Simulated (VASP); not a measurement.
# CdOs (Pm-3m) in VASP: a series of runs

The runs below take CdOs through single point, relaxation of cell and atoms, with PBE.

Program: VASP 6.6.1. These are calculated values, not measurements. Logs are shortened: lines on timing, memory, paths and dates and some standing lists are left out, and cuts for length are marked.

## Step 1: The cell of the first run

Symmetry: Pm-3m, No. 221, cubic system. Conventional cell: a = 3.228 Å, b = 3.228 Å, c = 3.228 Å, α = 90.00°, β = 90.00°, γ = 90.00°. Cd (site symmetry m-3m) has 8 Os at 2.80 Å and 6 Cd at 3.23 Å within 3.7 Å. Os (site symmetry m-3m) has 8 Cd at 2.80 Å and 6 Os at 3.23 Å within 3.7 Å.

## Step 2: Single point, PBE

Contents of INCAR:

```
SYSTEM = CdOs
  ALGO = Normal
  EDIFF = 1E-6
  ENCUT = 520
  GGA = PE
  ISIF = 2
  ISMEAR = 0
  LASPH = .True.
  LCHARG = .False.
  LREAL = .False.
  LWAVE = .False.
  NBANDS = 17
  NELM = 100
  PREC = Accurate
  SIGMA = 0.1
```

Contents of KPOINTS:

```
k-points
0
Gamma
  18 18 18
  0 0 0
```

Contents of POSCAR:

```
CdOs
1.0
    3.2277027601      0.0000000000      0.0000000000
    0.0000000000      3.2277027601      0.0000000000
    0.0000000000      0.0000000000      3.2277027601
Cd Os
1 1
Direct
    0.0000000000      0.0000000000      0.0000000000
    0.5000000000      0.5000000000      0.5000000000
```

Potentials or basis: VASP PAW PBE potentials, release 64 (Cd, Os).

Command:

```console
$ cat potpaw_PBE.64/Cd/POTCAR potpaw_PBE.64/Os/POTCAR > POTCAR
$ mpirun -np 1 vasp_std > vasp.out
```

OUTCAR:

```text
SYSTEM = CdOs
   EDIFF = 1E-6
   ENCUT = 520
   GGA = PE
   ISIF = 2
   ISMEAR = 0
   LASPH = .True.
   LREAL = .False.
   NELM = 100
   PREC = Accurate

 ion  position               nearest neighbor table
   1  0.000  0.000  0.000-   2 2.80   2 2.80   2 2.80   2 2.80   2 2.80   2 2.80   2 2.80   2 2.80

   2  0.500  0.500  0.500-   1 2.80   1 2.80   1 2.80   1 2.80   1 2.80   1 2.80   1 2.80   1 2.80

  LATTYP: Found a simple cubic cell.
 ALAT       =     3.2277027601

  Lattice vectors:

 A1 = (   3.2277027601,   0.0000000000,   0.0000000000)
 A2 = (   0.0000000000,   3.2277027601,   0.0000000000)
 A3 = (   0.0000000000,   0.0000000000,   3.2277027601)

Analysis of symmetry for initial positions (statically):
=====================================================================
 Subroutine PRICEL returns:
 Original cell was already a primitive cell.

 Routine SETGRP: Setting up the symmetry group for a
 simple cubic supercell.

 Subroutine GETGRP returns: Found 48 space group operations
 (whereof 48 operations were pure point group operations)
 out of a pool of 48 trial point group operations.

The static configuration has the point symmetry O_h .

Analysis of symmetry for dynamics (positions and initial velocities):
=====================================================================
 Subroutine PRICEL returns:
 Original cell was already a primitive cell.

 Routine SETGRP: Setting up the symmetry group for a
 simple cubic supercell.

 Subroutine GETGRP returns: Found 48 space group operations
 (whereof 48 operations were pure point group operations)
 out of a pool of 48 trial point group operations.

The dynamic configuration has the point symmetry O_h .

 Subroutine INISYM returns: Found 48 space group operations
 (whereof 48 operations are pure point group operations),
 and found     1 'primitive' translations

----------------------------------------------------------------------------------------

                                     Primitive cell

  volume of cell :      33.6264

  direct lattice vectors                    reciprocal lattice vectors
     3.227702760  0.000000000  0.000000000     0.309817872  0.000000000  0.000000000
     0.000000000  3.227702760  0.000000000     0.000000000  0.309817872  0.000000000
     0.000000000  0.000000000  3.227702760     0.000000000  0.000000000  0.309817872

  length of vectors
     3.227702760  3.227702760  3.227702760     0.309817872  0.309817872  0.309817872

  position of ions in fractional coordinates (direct lattice)
     0.000000000  0.000000000  0.000000000
     0.500000000  0.500000000  0.500000000

  ion indices of the primitive-cell ions
   primitive index   ion index
                 1           1
                 2           2

----------------------------------------------------------------------------------------

 KPOINTS: k-points

Automatic generation of k-mesh.
 Grid dimensions read from file:
 generate k-points for:   18   18   18

 Generating k-lattice:

  Cartesian coordinates                     Fractional coordinates (reciprocal lattice)
     0.017212104  0.000000000  0.000000000     0.055555556  0.000000000  0.000000000
     0.000000000  0.017212104  0.000000000     0.000000000  0.055555556  0.000000000
     0.000000000  0.000000000  0.017212104     0.000000000  0.000000000  0.055555556

  Length of vectors
     0.017212104  0.017212104  0.017212104

  Shift w.r.t. Gamma in fractional coordinates (k-lattice)
     0.000000000  0.000000000  0.000000000

 Subroutine IBZKPT returns following result:
 ===========================================

 Found    220 irreducible k-points:

 Following reciprocal coordinates:
            Coordinates               Weight
  0.000000  0.000000  0.000000      1.000000
  0.055556  0.000000  0.000000      6.000000
  0.111111  0.000000  0.000000      6.000000
  0.166667  0.000000  0.000000      6.000000
  0.222222  0.000000  0.000000      6.000000
  0.277778  0.000000  0.000000      6.000000
[... 16 lines left out ...]
  0.277778  0.111111  0.000000     24.000000
  0.333333  0.111111  0.000000     24.000000
 [... further k-points ...]
   k-points           NKPTS =    220   k-points in BZ     NKDIM =    220   number of bands    NBANDS=     17
   number of dos      NEDOS =    301   number of ions     NIONS =      2
   total plane-waves  NPLWV =  13824
   dimension x,y,z NGX =    24 NGY =   24 NGZ =   24
   dimension x,y,z NGXF=    48 NGYF=   48 NGZF=   48
   ions per type =               1   1
   NGX,Y,Z   is equivalent  to a cutoff of  12.36, 12.36, 12.36 a.u.
   NGXF,Y,Z  is equivalent  to a cutoff of  24.72, 24.72, 24.72 a.u.
 SYSTEM =  CdOs
   PREC   = accura    normal or accurate (medium, high low for compatibility)
   ISTART =      0    job   : 0-new  1-cont  2-samecut
   ICHARG =      2    charge: 1-file 2-atom 10-const
   ISPIN  =      1    spin polarized calculation?
   LNONCOLLINEAR =      F non collinear calculations
   LSORBIT =      F    spin-orbit coupling
   LASPH  =      T    aspherical Exc in radial PAW
   ENCUT  =  520.0 eV  38.22 Ry    6.18 a.u.   6.00  6.00  6.00*2*pi/ulx,y,z
   NELM   =    100;   NELMIN=  2; NELMDL= -5     # of ELM steps
   EDIFF  = 0.1E-05   stopping-criterion for ELM
   LREAL  =      F    real-space projection
[... 7 lines left out ...]
   TEBEG  =    0.0;   TEEND  =   0.0 temperature during run
   PSTRESS=    0.0 pullay stress
   NELECT =      20.0000    total number of electrons
   NUPDOWN=      -1.0000    fix difference up-down
   EMIN   =  10.00;   EMAX   =-10.00  energy-range for DOS
   EFERMI =   0.00;   METHOD = LEGACY
   ISMEAR =     0;   SIGMA  =   0.10  broadening in eV -4-tet -1-fermi 0-gaus
   EFERMI_NEDOS =   21; number of points for ismear=-14 and -15
   IALGO  =     38    algorithm
   IMIX   =      4    mixing-type and parameters
     AMIX     =   0.40;   BMIX     =  1.00
     AMIX_MAG =   1.60;   BMIX_MAG =  1.00
  volume/ion in A,a.u.               =      16.81       113.46
  Fermi-wavevector in a.u.,A,eV,Ry     =   1.376759  2.601697 25.789376  1.895466
  Thomas-Fermi vector in A             =   2.501974
   LORBIT       =      0    0 simple, 1 ext, 2 COOP (PROOUT), +10 PAW based schemes
   GGA     = PE    functional components
   LHFCALC =     F    Hartree Fock is set to
   AEXX    =    0.0000 exact exchange contribution
   IVDW    =     0    specifies the selected vdW correction
   LEPSILON=     F    determine dielectric tensor
   LRPA    =     F    only Hartree local field effects (RPA)
 non-spin polarized calculation
 Gauss-broadening in eV      SIGMA  =   0.10
  energy-cutoff  :      520.00
  volume of cell :       33.63
 maximum number of plane-waves:       931
   NGX = 13   NGY = 13   NGZ = 13

 number of electron      19.9999990 magnetization

 Free energy of the ion-electron system (eV)
  ---------------------------------------------------
  ext. energy  EPLUGINS =         0.00000000
  ---------------------------------------------------
  free energy    TOTEN  =        -9.85985525 eV

  energy without entropy =       -9.83633633  energy(sigma->0) =       -9.84809579

 E-fermi :   5.0578     XC(G=0): -12.7058

 val. band max:        5.0534546740   @ k =   0.5000   0.1667   0.1111
 cond. band min:       5.0594258901   @ k =   0.4444   0.1667   0.1111
 fundamental gap:      0.0059712161
 Fermi energy:         5.0578070751

 k-point     1 :       0.0000    0.0000    0.0000
  band No.  band energies     occupation
      1      -4.2043      2.00000
      2      -3.9014      2.00000
      3      -3.9014      2.00000
      4      -2.9816      2.00000
      5      -2.9816      2.00000
      6      -2.9816      2.00000
[... 9 lines left out ...]
     16      20.1329      0.00000
     17      20.1329      0.00000

 k-point     2 :       0.0556    0.0000    0.0000
  band No.  band energies     occupation
      1      -4.1477      2.00000
      2      -3.8920      2.00000
      3      -3.8791      2.00000
      4      -2.9864      2.00000
      5      -2.9864      2.00000
      6      -2.9772      2.00000
[... 9 lines left out ...]
     16      19.9496      0.00000
     17      20.2760      0.00000

 k-point     3 :       0.1111    0.0000    0.0000
  band No.  band energies     occupation
      1      -3.9854      2.00000
      2      -3.8647      2.00000
      3      -3.8083      2.00000
      4      -3.0000      2.00000
      5      -3.0000      2.00000
      6      -2.9644      2.00000
[... 9 lines left out ...]
     16      19.5232      0.00000
     17      20.8041      0.00000

 k-point     4 :       0.1667    0.0000    0.0000
  band No.  band energies     occupation
      1      -3.8223      2.00000
      2      -3.7898      2.00000
      3      -3.6270      2.00000
      4      -3.0207      2.00000
      5      -3.0207      2.00000
      6      -2.9446      2.00000
[... 9 lines left out ...]
     16      19.0222      0.00000
     17      21.8461      0.00000

 k-point     5 :       0.2222    0.0000    0.0000
  band No.  band energies     occupation
      1      -3.7692      2.00000
      2      -3.6563      2.00000
      3      -3.2562      2.00000
      4      -3.0458      2.00000
      5      -3.0458      2.00000
      6      -2.9202      2.00000
[... 9 lines left out ...]
     16      18.5357      0.00000
     17      23.0387      0.00000

 k-point     6 :       0.2778    0.0000    0.0000
  band No.  band energies     occupation
      1      -3.7112      2.00000
      2      -3.5346      2.00000
      3      -3.0722      2.00000
      4      -3.0722      2.00000
      5      -2.8939      2.00000
      6      -2.7692      2.00000
[... 9 lines left out ...]
     16      18.1071      0.00000
     17      22.2648      0.00000
[... 281 lines left out ...]
 k-point    21 :       0.1667    0.1111    0.0000
  band No.  band energies     occupation
      1      -3.7748      2.00000
      2      -3.6783      2.00000
      3      -3.5409      2.00000
      4      -3.0537      2.00000
      5      -2.9586      2.00000
      6      -2.9369      2.00000
[... 9 lines left out ...]
     16      19.8808      0.00000
     17      21.2876      0.00000

 k-point    22 :       0.2222    0.1111    0.0000
  band No.  band energies     occupation
      1      -3.7218      2.00000
      2      -3.5784      2.00000
      3      -3.3437      2.00000
      4      -3.0805      2.00000
      5      -2.9272      2.00000
      6      -2.7926      2.00000
[... 9 lines left out ...]
     16      19.7130      0.00000
     17      21.5438      0.00000

 k-point    23 :       0.2778    0.1111    0.0000
  band No.  band energies     occupation
      1      -3.6681      2.00000
      2      -3.4710      2.00000
      3      -3.2706      2.00000
      4      -3.1070      2.00000
      5      -2.9191      2.00000
      6      -2.4050      2.00000
[... 9 lines left out ...]
     16      19.6265      0.00000
     17      20.6727      0.00000

 k-point    24 :       0.3333    0.1111    0.0000
  band No.  band energies     occupation
      1      -3.6176      2.00000
      2      -3.3734      2.00000
      3      -3.2575      2.00000
      4      -3.1305      2.00000
      5      -2.9128      2.00000
      6      -1.8692      2.00000
[... 9 lines left out ...]
     16      19.3301      0.00000
     17      19.9579      0.00000

 [... further k-points ...]
[... 5 lines left out ...]
  --------------------------------------------------------------------------------------
  -------------------------------------------------------------------------------------
  Total        0.2507080      0.2507080      0.2507080     -0.0000000      0.0000000     -0.0000000
  in kB       11.9453299     11.9453299     11.9453299     -0.0000000      0.0000000     -0.0000000
  external PRESSURE =      11.9453299 kB  Pullay stress =       0.0000000 kB

 VOLUME and BASIS-vectors are now :
 -----------------------------------------------------------------------------
  energy-cutoff  :      520.00
  volume of cell :       33.63
      direct lattice vectors                 reciprocal lattice vectors
     3.227702760  0.000000000  0.000000000     0.309817872  0.000000000  0.000000000
     0.000000000  3.227702760  0.000000000     0.000000000  0.309817872  0.000000000
     0.000000000  0.000000000  3.227702760     0.000000000  0.000000000  0.309817872

 POSITION                                       TOTAL-FORCE (eV/Angst)
 -----------------------------------------------------------------------------------
      0.00000      0.00000      0.00000         0.000000      0.000000      0.000000
      1.61385      1.61385      1.61385         0.000000      0.000000      0.000000
 -----------------------------------------------------------------------------------
    total drift:                                0.000000      0.000000     -0.000000

  FREE ENERGIE OF THE ION-ELECTRON SYSTEM (eV)
  ---------------------------------------------------
  free  energy   TOTEN  =        -9.8598552515 eV

  energy  without entropy=       -9.8363363295  energy(sigma->0) =       -9.84809579
```

Wall time 23 s (1 thread of Intel Xeon 6975P-C (Granite Rapids), shared host); peak memory 0.24 GiB.

What came out:

```yaml
Free_energy: -9.8599 eV
Pressure: 1.2 GPa
Band_gap_on_the_k_mesh: zero (band 10 reaches 6.36 eV, above the bottom of band 11 at 4.27 eV)
```

Levels at points of the mesh, in eV from the Fermi level:
| k point | band 8 | band 9 | band 10 | band 11 | band 12 | band 13 |
| --- | --- | --- | --- | --- | --- | --- |
| (0.00, 0.00, 0.00) | -2.25 | 0.43 | 0.43 | 0.43 | 6.39 | 6.39 |
| (0.50, 0.00, 0.00) | -2.69 | -1.45 | -1.45 | 0.14 | 1.59 | 12.24 |
| (0.50, 0.50, 0.00) | -0.68 | -0.68 | -0.11 | -0.11 | 1.21 | 4.14 |
| (0.50, 0.50, 0.50) | -3.74 | 1.30 | 1.30 | 3.46 | 5.69 | 5.78 |

Caveat: spin-orbit coupling is left out, which moves the levels of the heavy elements.

## Step 3: Relaxation of cell and atoms, PBE

This run uses another cell than the first one, of 16.78 Å³/atom, 0.998 times its volume.

Contents of INCAR:

```
  PREC = Accurate
  ENCUT = 600
  EDIFF = 1E-7
  ISMEAR = 0
  SIGMA = 0.1
  LREAL = False
  LASPH = True
  NELM = 80
  ALGO = Fast
  ISIF = 3
  LWAVE = False
  LCHARG = False
  GGA = PE
  IBRION = 2
  NSW = 100
  EDIFFG = -0.01
```

Contents of KPOINTS:

```
Automatic mesh
0
Gamma
  18 18 18
```

Contents of POSCAR:

```
CdOs
1.0
    3.2252617520      0.0000000000      0.0000000000
    0.0000000000      3.2252617520      0.0000000000
    0.0000000000      0.0000000000      3.2252617520
Cd Os
1 1
Direct
    0.0000000000      0.0000000000      0.0000000000
    0.5000000000      0.5000000000      0.5000000000
```

Potentials or basis: VASP PAW PBE potentials, release 64 (Cd, Os).

Command:

```console
$ cat potpaw_PBE.64/Cd/POTCAR potpaw_PBE.64/Os/POTCAR > POTCAR
$ mpirun -np 1 vasp_std > vasp.out
```

OUTCAR:

```text
PREC = Accurate
   ENCUT = 600
   EDIFF = 1E-7
   ISMEAR = 0
   LREAL = False
   LASPH = True
   NELM = 80
   ISIF = 3
   GGA = PE
   IBRION = 2
   NSW = 100
   EDIFFG = -0.01

 ion  position               nearest neighbor table
   1  0.000  0.000  0.000-   2 2.79   2 2.79   2 2.79   2 2.79   2 2.79   2 2.79   2 2.79   2 2.79

   2  0.500  0.500  0.500-   1 2.79   1 2.79   1 2.79   1 2.79   1 2.79   1 2.79   1 2.79   1 2.79

  LATTYP: Found a simple cubic cell.
 ALAT       =     3.2252617520

  Lattice vectors:

 A1 = (   3.2252617520,   0.0000000000,   0.0000000000)
 A2 = (   0.0000000000,   3.2252617520,   0.0000000000)
 A3 = (   0.0000000000,   0.0000000000,   3.2252617520)

Analysis of symmetry for initial positions (statically):
[... 263 lines left out ...]
 Fermi energy:         4.9875471512

 k-point     1 :       0.0000    0.0000    0.0000
  band No.  band energies     occupation
      1      -4.2191      2.00000
      2      -3.9353      2.00000
      3      -3.9353      2.00000
      4      -3.0313      2.00000
      5      -3.0313      2.00000
      6      -3.0313      2.00000
      7       2.7553      2.00000
      8       2.7553      2.00000
      9       5.4149      0.00000
     10       5.4149      0.00000
     11       5.4149      0.00000
     12      11.3593      0.00000
     13      11.3593      0.00000
     14      11.3593      0.00000
[... 377 lines left out ...]
      1      -3.6572      2.00000
      2      -3.4145      2.00000
      3      -3.3022      2.00000
      4      -3.1784      2.00000
      5      -2.9641      2.00000
      6      -1.9010      2.00000
      7       2.3439      2.00000
      8       2.5894      2.00000
      9       3.8468      2.00000
     10       3.9936      2.00000
     11       5.1588      0.01546
     12       7.2103      0.00000
     13      13.5076      0.00000
     14      15.5143      0.00000

 [... further k-points ...]
[... 5 lines left out ...]
  --------------------------------------------------------------------------------------
  -------------------------------------------------------------------------------------
  Total       -0.0000056     -0.0000056     -0.0000056      0.0000000      0.0000000     -0.0000000
  in kB       -0.0002649     -0.0002649     -0.0002649      0.0000000      0.0000000     -0.0000000
  external PRESSURE =      -0.0002649 kB  Pullay stress =       0.0000000 kB
[... 17 lines left out ...]
  FREE ENERGIE OF THE ION-ELECTRON SYSTEM (eV)
  ---------------------------------------------------
  free  energy   TOTEN  =        -9.8611246500 eV

  energy  without entropy=       -9.8375658258  energy(sigma->0) =       -9.84934524

 reached required accuracy - stopping structural energy minimisation
```

CONTCAR:

```text
CdOs
   1.00000000000000
     3.2347827397919446   -0.0000000000000000   -0.0000000000000000
    -0.0000000000000000    3.2347827397919446   -0.0000000000000000
    -0.0000000000000000    0.0000000000000000    3.2347827397919446
  Cd              Os
     1     1
Direct
     0.0000000000000000    0.0000000000000000    0.0000000000000000
     0.5000000000000000    0.5000000000000000    0.5000000000000000

  0.00000000E+00  0.00000000E+00  0.00000000E+00
  0.00000000E+00  0.00000000E+00  0.00000000E+00
```

Run time: 1.7 min. Hardware: 1 thread of Intel Xeon 6975P-C (Granite Rapids), shared host; peak memory 0.28 GiB.

Results:

| Property | Result |
| --- | --- |
| Free energy | -9.8611 eV |
| Relaxed volume | 16.92 Å³/atom |
| Relaxed cell | a = 3.235 Å, b = 3.235 Å, c = 3.235 Å, α = 90.00°, β = 90.00°, γ = 90.00° |
| Space group after relaxing (to 0.05 Å) | Pm-3m (No. 221) |
| Energy gained by relaxing | 0.7 meV/atom |
| Ionic steps | 3 |
| Pressure after relaxing | 0.0 GPa |
| Band gap on the k mesh | zero (band 10 reaches 6.28 eV, above the bottom of band 11 at 4.21 eV) |

The path:
| step | energy change (eV) | largest force (eV/Å) | pressure (GPa) | volume (Å³) |
| --- | --- | --- | --- | --- |
| 1 | 0.0000 | 0.0000 | 1.63 | 33.55 |
| 2 | 0.0030 | 0.0000 | -2.62 | 34.39 |
| 3 | -0.0015 | 0.0000 | 0.00 | 33.85 |

Final structure:
```cif
data_structure
_symmetry_space_group_name_H-M 'P 1'
_symmetry_Int_Tables_number 1
_cell_length_a 3.2348
_cell_length_b 3.2348
_cell_length_c 3.2348
_cell_angle_alpha 90.000
_cell_angle_beta 90.000
_cell_angle_gamma 90.000
_cell_volume 33.85
loop_
_atom_site_label
_atom_site_type_symbol
_atom_site_fract_x
_atom_site_fract_y
_atom_site_fract_z
_atom_site_occupancy
Cd1 Cd 0.00000 0.00000 0.00000 1
Os1 Os 0.50000 0.50000 0.50000 1
```

Caveat: spin-orbit coupling is left out, which moves the levels of the heavy elements.

(Part 1 of 2 ends here.)
